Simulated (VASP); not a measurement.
# LiH (Fm-3m) in VASP: a series of runs

Runs on LiH. Level: PBE. Tasks: electric field gradients.

All numbers are computed with VASP 6.6.1; they aren't measurements. Logs are shortened: lines on timing, memory, paths and dates and some standing lists are left out, and cuts for length are marked.

## Step 1: The cell of the first run

It takes space group Fm-3m (No. 225, cubic). Conventional cell: a = 4.010 Å, b = 4.010 Å, c = 4.010 Å, α = 90.00°, β = 90.00°, γ = 90.00°. Li (site symmetry m-3m) has 6 H at 2.01 Å within 2.7 Å. Within 2.7 Å of H (site symmetry m-3m) lie 6 Li at 2.01 Å.

## Step 2: Electric field gradients, PBE (volume scaled by 0.96)

File INCAR:

```
PREC     = Accurate       # precision mode
ENCUT    = 520            # plane-wave cutoff, eV
EDIFF    = 1E-8           # SCF threshold, eV
ISMEAR   = -1             # smearing method
SIGMA    = 0.03           # smearing width, eV
LREAL    = False          # projectors in reciprocal space
LASPH    = True           # aspherical terms in the spheres
NELM     = 60             # most SCF steps
ALGO     = Normal         # electronic algorithm
ISIF     = 2              # what is computed and relaxed
LWAVE    = False          # write WAVECAR
LCHARG   = False          # write CHGCAR
GGA      = PE             # functional
LEFG     = True         
NBANDS   = 9              # bands
```

File KPOINTS:

```
regular mesh
0
Gamma
  11 11 11
```

File POSCAR:

```
LiH
1.0
    0.0000000000      2.0050304164      2.0050304164
    2.0050304164      0.0000000000      2.0050304164
    2.0050304164      2.0050304164      0.0000000000
Li H
1 1
Direct
    0.0000000000      0.0000000000      0.0000000000
    0.5000000000      0.5000000000      0.5000000000
```

Potentials or basis: VASP PAW PBE potentials, release 64 (Li_sv, H).

On the command line:

```sh
cat potpaw_PBE.64/Li_sv/POTCAR potpaw_PBE.64/H/POTCAR > POTCAR
mpirun -np 1 vasp_std > vasp.out
```

OUTCAR:

```text
PREC = Accurate
   ENCUT = 520
   EDIFF = 1E-8
   ISMEAR = -1
   LREAL = False
   LASPH = True
   NELM = 60
   ISIF = 2
   GGA = PE

 ion  position               nearest neighbor table
   1  0.000  0.000  0.000-
   2  0.500  0.500  0.500-

  LATTYP: Found a face centered cubic cell.
 ALAT       =     4.0100608328

  Lattice vectors:

 A1 = (   0.0000000000,   2.0050304164,   2.0050304164)
 A2 = (   2.0050304164,   0.0000000000,   2.0050304164)
 A3 = (   2.0050304164,   2.0050304164,   0.0000000000)

Analysis of symmetry for initial positions (statically):
=====================================================================
 Subroutine PRICEL returns:
 Original cell was already a primitive cell.

 Routine SETGRP: Setting up the symmetry group for a
 face centered cubic supercell.

 Subroutine GETGRP returns: Found 48 space group operations
 (whereof 48 operations were pure point group operations)
 out of a pool of 48 trial point group operations.

The static configuration has the point symmetry O_h .

Analysis of symmetry for dynamics (positions and initial velocities):
=====================================================================
 Subroutine PRICEL returns:
 Original cell was already a primitive cell.

 Routine SETGRP: Setting up the symmetry group for a
 face centered cubic supercell.

 Subroutine GETGRP returns: Found 48 space group operations
 (whereof 48 operations were pure point group operations)
 out of a pool of 48 trial point group operations.

The dynamic configuration has the point symmetry O_h .

 Subroutine INISYM returns: Found 48 space group operations
 (whereof 48 operations are pure point group operations),
 and found     1 'primitive' translations

----------------------------------------------------------------------------------------

                                     Primitive cell

  volume of cell :      16.1210

  direct lattice vectors                    reciprocal lattice vectors
     0.000000000  2.005030416  2.005030416    -0.249372776  0.249372776  0.249372776
     2.005030416  0.000000000  2.005030416     0.249372776 -0.249372776  0.249372776
     2.005030416  2.005030416  0.000000000     0.249372776  0.249372776 -0.249372776

[... 121 lines left out ...]
 number of electron       3.9999995 magnetization

 Free energy of the ion-electron system (eV)
  ---------------------------------------------------
  ext. energy  EPLUGINS =         0.00000000
  ---------------------------------------------------
  free energy    TOTEN  =        -6.12704900 eV

  energy without entropy =       -6.12704900  energy(sigma->0) =       -6.12704900

 E-fermi :   0.6458     XC(G=0):  -8.5079

 val. band max:        0.0420920533   @ k =  -0.4545   0.4545   0.0000
 cond. band min:       3.2178054315   @ k =  -0.4545   0.4545   0.0000
 fundamental gap:      3.1757133782
 Fermi energy:         0.6458397467

 k-point     1 :       0.0000    0.0000    0.0000
  band No.  band energies     occupation
      1     -44.2056      2.00000
      2      -5.3430      2.00000
      3      16.1669      0.00000
      4      17.9654      0.00000
      5      17.9654      0.00000
      6      17.9654      0.00000
      7      22.6787      0.00000
      8      22.6787      0.00000
      9      22.6787      0.00000
[... 265 lines left out ...]
 k-point    24 :      -0.1818    0.1818    0.0000
  band No.  band energies     occupation
      1     -44.1752      2.00000
      2      -3.8214      2.00000
      3      10.3375      0.00000
      4      10.4106      0.00000
      5      16.2323      0.00000
      6      17.7066      0.00000
      7      21.5921      0.00000
      8      23.4970      0.00000
      9      25.1486      0.00000

 [... further k-points ...]
[... 5 lines left out ...]
  --------------------------------------------------------------------------------------
  -------------------------------------------------------------------------------------
  Total       -0.0331087     -0.0331087     -0.0331087      0.0000000     -0.0000000      0.0000000
  in kB       -3.2904835     -3.2904835     -3.2904835      0.0000000     -0.0000000      0.0000000
  external PRESSURE =      -3.2904835 kB  Pullay stress =       0.0000000 kB

 VOLUME and BASIS-vectors are now :
 -----------------------------------------------------------------------------
  energy-cutoff  :      520.00
  volume of cell :       16.12
      direct lattice vectors                 reciprocal lattice vectors
     0.000000000  2.005030416  2.005030416    -0.249372776  0.249372776  0.249372776
     2.005030416  0.000000000  2.005030416     0.249372776 -0.249372776  0.249372776
     2.005030416  2.005030416  0.000000000     0.249372776  0.249372776 -0.249372776

 POSITION                                       TOTAL-FORCE (eV/Angst)
 -----------------------------------------------------------------------------------
      0.00000      0.00000      0.00000         0.000000      0.000000      0.000000
      2.00503      2.00503      2.00503        -0.000000     -0.000000     -0.000000
 -----------------------------------------------------------------------------------
    total drift:                                0.000000     -0.000000     -0.000000

  FREE ENERGIE OF THE ION-ELECTRON SYSTEM (eV)
  ---------------------------------------------------
  free  energy   TOTEN  =        -6.1270489961 eV

  energy  without entropy=       -6.1270489961  energy(sigma->0) =       -6.12704900

 Electric field gradients (V/A^2)
---------------------------------------------------------------------
 ion       V_xx      V_yy      V_zz      V_xy      V_xz      V_yz
---------------------------------------------------------------------
   1       0.000    -0.000    -0.000    -0.001    -0.001    -0.001
   2      -0.000     0.000     0.000     0.001     0.001     0.001
---------------------------------------------------------------------

 Electric field gradients after diagonalization (V/A^2)
 (convention: |V_zz| > |V_xx| > |V_yy|)
----------------------------------------------------------------------
 ion       V_xx      V_yy      V_zz     asymmetry (V_yy - V_xx)/ V_zz
----------------------------------------------------------------------
   1       0.001     0.001    -0.001       0.000
   2      -0.001    -0.001     0.001       0.000
----------------------------------------------------------------------

           NMR quadrupolar parameters

 Cq : quadrupolar parameter    Cq=e*Q*V_zz/h
 eta: asymmetry parameters     (V_yy - V_xx)/ V_zz
 Q  : nuclear electric quadrupole moment in mb (millibarn)
----------------------------------------------------------------------
 ion       Cq(MHz)       eta       Q (mb)
----------------------------------------------------------------------
   1      -0.000       0.000       1.000
   2       0.000       0.000       1.000
----------------------------------------------------------------------
```

stdout:

```text
POSCAR found type information on POSCAR LiH
 POSCAR found :  2 types and       2 ions
 scaLAPACK will be used
 LDA part: xc-table for (Slater+PW92), standard interpolation
 POSCAR, INCAR and KPOINTS ok, starting setup
 FFT: planning ... GRIDC
 FFT: planning ... GRID_SOFT
 FFT: planning ... GRID
 WAVECAR not read
 entering main loop
ion   1

ion   2
```

Wall time 6.9 s (1 thread of Intel Xeon Platinum 8375C at 2.90GHz (Ice Lake), shared host); peak memory 0.13 GiB.

Results:

| Property | Result |
| --- | --- |
| Free energy | -6.1270 eV |
| Band gap on the k mesh | 3.18 eV, direct |

Levels at points of the mesh, in eV from the valence-band top:
```csv
k point,band 1,band 2,band 3,band 4,band 5,band 6
"(0.00, 0.00, 0.00)",-44.25,-5.39,16.12,17.92,17.92,17.92
```

Caveat: the cell differs from its parent crystal (volume scaled by 0.96); the cutoff is under 1.25 times the usual one of these potentials, so pressure, stress and relaxed cells hold a basis-set (Pulay) error; without QUAD_EFG the Cq values of the log hold for a quadrupole moment of 1 mb, not for the nuclei. A k mesh can miss the band edges.

## Step 3: Electric field gradients, PBE

This run uses another cell than the first one, of 8.40 Å³/atom, 1.042 times its volume.

File INCAR:

```
ALGO = Normal
EDIFF = 1E-8
ENCUT = 520
GGA = PE
ISIF = 2
ISMEAR = -1
LASPH = True
LCHARG = False
LEFG = True
LREAL = False
LWAVE = False
NBANDS = 9
NELM = 60
PREC = Accurate
SIGMA = 0.03
```

File KPOINTS:

```
k-points
0
Gamma
  11 11 11
```

File POSCAR:

```
LiH
1.0
    0.0000000000      2.0325000000      2.0325000000
    2.0325000000      0.0000000000      2.0325000000
    2.0325000000      2.0325000000      0.0000000000
Li H
1 1
Direct
    0.0000000000      0.0000000000      0.0000000000
    0.5000000000      0.5000000000      0.5000000000
```

Potentials or basis: VASP PAW PBE potentials, release 64 (Li_sv, H).

On the command line:

```sh
cat potpaw_PBE.64/Li_sv/POTCAR potpaw_PBE.64/H/POTCAR > POTCAR
mpirun -np 1 vasp_std > vasp.out
```

OUTCAR:

```text
EDIFF = 1E-8
   ENCUT = 520
   GGA = PE
   ISIF = 2
   ISMEAR = -1
   LASPH = True
   LREAL = False
   NELM = 60
   PREC = Accurate

 ion  position               nearest neighbor table
   1  0.000  0.000  0.000-
   2  0.500  0.500  0.500-

  LATTYP: Found a face centered cubic cell.
 ALAT       =     4.0650000000

  Lattice vectors:

 A1 = (   0.0000000000,   2.0325000000,   2.0325000000)
 A2 = (   2.0325000000,   0.0000000000,   2.0325000000)
 A3 = (   2.0325000000,   2.0325000000,   0.0000000000)

Analysis of symmetry for initial positions (statically):
=====================================================================
 Subroutine PRICEL returns:
 Original cell was already a primitive cell.

 Routine SETGRP: Setting up the symmetry group for a
 face centered cubic supercell.

 Subroutine GETGRP returns: Found 48 space group operations
 (whereof 48 operations were pure point group operations)
 out of a pool of 48 trial point group operations.

The static configuration has the point symmetry O_h .

Analysis of symmetry for dynamics (positions and initial velocities):
=====================================================================
 Subroutine PRICEL returns:
 Original cell was already a primitive cell.

 Routine SETGRP: Setting up the symmetry group for a
 face centered cubic supercell.

 Subroutine GETGRP returns: Found 48 space group operations
 (whereof 48 operations were pure point group operations)
 out of a pool of 48 trial point group operations.

The dynamic configuration has the point symmetry O_h .

 Subroutine INISYM returns: Found 48 space group operations
 (whereof 48 operations are pure point group operations),
 and found     1 'primitive' translations

----------------------------------------------------------------------------------------

                                     Primitive cell

  volume of cell :      16.7927

  direct lattice vectors                    reciprocal lattice vectors
     0.000000000  2.032500000  2.032500000    -0.246002460  0.246002460  0.246002460
     2.032500000  0.000000000  2.032500000     0.246002460 -0.246002460  0.246002460
     2.032500000  2.032500000  0.000000000     0.246002460  0.246002460 -0.246002460

  length of vectors
     2.874389066  2.874389066  2.874389066     0.426088760  0.426088760  0.426088760

  position of ions in fractional coordinates (direct lattice)
     0.000000000  0.000000000  0.000000000
     0.500000000  0.500000000  0.500000000

  ion indices of the primitive-cell ions
   primitive index   ion index
                 1           1
                 2           2

----------------------------------------------------------------------------------------

 KPOINTS: k-points

Automatic generation of k-mesh.
[... 76 lines left out ...]
   PSTRESS=    0.0 pullay stress
   NELECT =       4.0000    total number of electrons
   NUPDOWN=      -1.0000    fix difference up-down
   EMIN   =  10.00;   EMAX   =-10.00  energy-range for DOS
   EFERMI =   0.00;   METHOD = LEGACY
   ISMEAR =    -1;   SIGMA  =   0.03  broadening in eV -4-tet -1-fermi 0-gaus
   EFERMI_NEDOS =   21; number of points for ismear=-14 and -15
   IALGO  =     38    algorithm
   IMIX   =      4    mixing-type and parameters
     AMIX     =   0.40;   BMIX     =  1.00
     AMIX_MAG =   1.60;   BMIX_MAG =  1.00
  volume/ion in A,a.u.               =       8.40        56.66
  Fermi-wavevector in a.u.,A,eV,Ry     =   1.014817  1.917726 14.012000  1.029853
  Thomas-Fermi vector in A             =   2.148066
   LORBIT       =      0    0 simple, 1 ext, 2 COOP (PROOUT), +10 PAW based schemes
   GGA     = PE    functional components
   LHFCALC =     F    Hartree Fock is set to
   AEXX    =    0.0000 exact exchange contribution
   IVDW    =     0    specifies the selected vdW correction
   LEPSILON=     F    determine dielectric tensor
   LRPA    =     F    only Hartree local field effects (RPA)
 non-spin polarized calculation
  energy-cutoff  :      520.00
  volume of cell :       16.79
 maximum number of plane-waves:       463
 NGX is ok and might be reduce to    24
   NGX = 11   NGY = 11   NGZ = 11

 number of electron       3.9999998 magnetization

 Free energy of the ion-electron system (eV)
  ---------------------------------------------------
  ext. energy  EPLUGINS =         0.00000000
  ---------------------------------------------------
  free energy    TOTEN  =        -6.12377000 eV

  energy without entropy =       -6.12377000  energy(sigma->0) =       -6.12377000

 E-fermi :   0.5031     XC(G=0):  -8.3775

 val. band max:       -0.1407302713   @ k =  -0.4545   0.4545   0.0000
 cond. band min:       3.0554781583   @ k =  -0.4545   0.4545   0.0000
 fundamental gap:      3.1962084296
 Fermi energy:         0.5031405680

 k-point     1 :       0.0000    0.0000    0.0000
  band No.  band energies     occupation
      1     -44.4338      2.00000
      2      -5.3748      2.00000
      3      15.4512      0.00000
      4      17.3668      0.00000
      5      17.3668      0.00000
      6      17.3668      0.00000
      7      22.0058      0.00000
      8      22.0058      0.00000
      9      22.0058      0.00000
[... 265 lines left out ...]
 k-point    24 :      -0.1818    0.1818    0.0000
  band No.  band energies     occupation
      1     -44.4076      2.00000
      2      -3.8782      2.00000
      3       9.8791      0.00000
      4      10.0500      0.00000
      5      15.6470      0.00000
      6      17.1206      0.00000
      7      20.9246      0.00000
      8      22.7820      0.00000
      9      24.4094      0.00000

 [... further k-points ...]

------------------------ aborting loop because EDIFF is reached ----------------------------------------

  FORCE on cell =-STRESS in cart. coord.  units (eV):
  Direction    XX          YY          ZZ          XY          YZ          ZX
  --------------------------------------------------------------------------------------
  -------------------------------------------------------------------------------------
  Total       -0.1757716     -0.1757716     -0.1757716      0.0000000      0.0000000      0.0000000
  in kB      -16.7701768    -16.7701768    -16.7701768      0.0000000      0.0000000      0.0000000
  external PRESSURE =     -16.7701768 kB  Pullay stress =       0.0000000 kB

 VOLUME and BASIS-vectors are now :
 -----------------------------------------------------------------------------
  energy-cutoff  :      520.00
  volume of cell :       16.79
      direct lattice vectors                 reciprocal lattice vectors
     0.000000000  2.032500000  2.032500000    -0.246002460  0.246002460  0.246002460
     2.032500000  0.000000000  2.032500000     0.246002460 -0.246002460  0.246002460
     2.032500000  2.032500000  0.000000000     0.246002460  0.246002460 -0.246002460

 POSITION                                       TOTAL-FORCE (eV/Angst)
 -----------------------------------------------------------------------------------
      0.00000      0.00000      0.00000         0.000000      0.000000      0.000000
      2.03250      2.03250      2.03250         0.000000      0.000000      0.000000
 -----------------------------------------------------------------------------------
    total drift:                                0.000000     -0.000000     -0.000000

  FREE ENERGIE OF THE ION-ELECTRON SYSTEM (eV)
  ---------------------------------------------------
  free  energy   TOTEN  =        -6.1237700036 eV

  energy  without entropy=       -6.1237700036  energy(sigma->0) =       -6.12377000

 Electric field gradients (V/A^2)
---------------------------------------------------------------------
 ion       V_xx      V_yy      V_zz      V_xy      V_xz      V_yz
---------------------------------------------------------------------
   1       0.000     0.000     0.000    -0.002    -0.002    -0.002
   2      -0.000    -0.000    -0.000     0.001     0.001     0.001
---------------------------------------------------------------------

 Electric field gradients after diagonalization (V/A^2)
 (convention: |V_zz| > |V_xx| > |V_yy|)
----------------------------------------------------------------------
 ion       V_xx      V_yy      V_zz     asymmetry (V_yy - V_xx)/ V_zz
----------------------------------------------------------------------
   1       0.002     0.002    -0.004       0.000
   2      -0.001    -0.001     0.002       0.000
----------------------------------------------------------------------

           NMR quadrupolar parameters

 Cq : quadrupolar parameter    Cq=e*Q*V_zz/h
 eta: asymmetry parameters     (V_yy - V_xx)/ V_zz
 Q  : nuclear electric quadrupole moment in mb (millibarn)
----------------------------------------------------------------------
 ion       Cq(MHz)       eta       Q (mb)
----------------------------------------------------------------------
   1      -0.000       0.000       1.000
   2       0.000       0.000       1.000
----------------------------------------------------------------------
```

OSZICAR:

```text
N       E                     dE             d eps       ncg     rms          rms(c)
DAV:   1    -0.180968975610E+01   -0.18097E+01   -0.14398E+03  1040   0.401E+02
DAV:   2    -0.630810047222E+01   -0.44984E+01   -0.44718E+01  1426   0.550E+01
DAV:   3    -0.636382743541E+01   -0.55727E-01   -0.55712E-01  1187   0.508E+00
DAV:   4    -0.636413407415E+01   -0.30664E-03   -0.30662E-03  1387   0.324E-01
DAV:   5    -0.636413502167E+01   -0.94752E-06   -0.94754E-06  1210   0.163E-02    0.285E+00
DAV:   6    -0.618193168604E+01    0.18220E+00   -0.15174E-01  1115   0.119E+00    0.142E+00
DAV:   7    -0.612195971590E+01    0.59972E-01   -0.19243E-01  1178   0.153E+00    0.220E-01
DAV:   8    -0.612384569641E+01   -0.18860E-02   -0.46682E-03  1189   0.440E-01    0.444E-02
DAV:   9    -0.612377512350E+01    0.70573E-04   -0.16754E-04  1274   0.481E-02    0.758E-03
DAV:  10    -0.612377125395E+01    0.38696E-05   -0.75233E-06  1161   0.196E-02    0.265E-03
DAV:  11    -0.612377054661E+01    0.70734E-06   -0.22214E-07  1468   0.227E-03    0.577E-04
DAV:  12    -0.612376982789E+01    0.71872E-06   -0.54914E-09  1126   0.621E-04    0.439E-04
DAV:  13    -0.612376998657E+01   -0.15868E-06   -0.87997E-09   967   0.409E-04    0.363E-05
DAV:  14    -0.612377001086E+01   -0.24289E-07   -0.30870E-10   561   0.142E-04    0.247E-05
DAV:  15    -0.612377000365E+01    0.72118E-08   -0.30893E-11   558   0.401E-05
   1 F= -.61237700E+01 E0= -.61237700E+01  d E =-.591473E-11
```

stdout:

```text
POSCAR found type information on POSCAR LiH
 POSCAR found :  2 types and       2 ions
 scaLAPACK will be used
 LDA part: xc-table for (Slater+PW92), standard interpolation
 POSCAR, INCAR and KPOINTS ok, starting setup
 FFT: planning ... GRIDC
 FFT: planning ... GRID_SOFT
 FFT: planning ... GRID
 WAVECAR not read
 entering main loop
ion   1

ion   2
```

Wall time 7.1 s (1 thread of Intel Xeon Platinum 8375C at 2.90GHz (Ice Lake), shared host); peak memory 0.13 GiB.

Results:

```
Free energy            : -6.1238 eV
Band gap on the k mesh : 3.20 eV, direct
```

Caveat: the cutoff is under 1.25 times the usual one of these potentials, so pressure, stress and relaxed cells hold a basis-set (Pulay) error; without QUAD_EFG the Cq values of the log hold for a quadrupole moment of 1 mb, not for the nuclei.

[end of part 1 of 2]
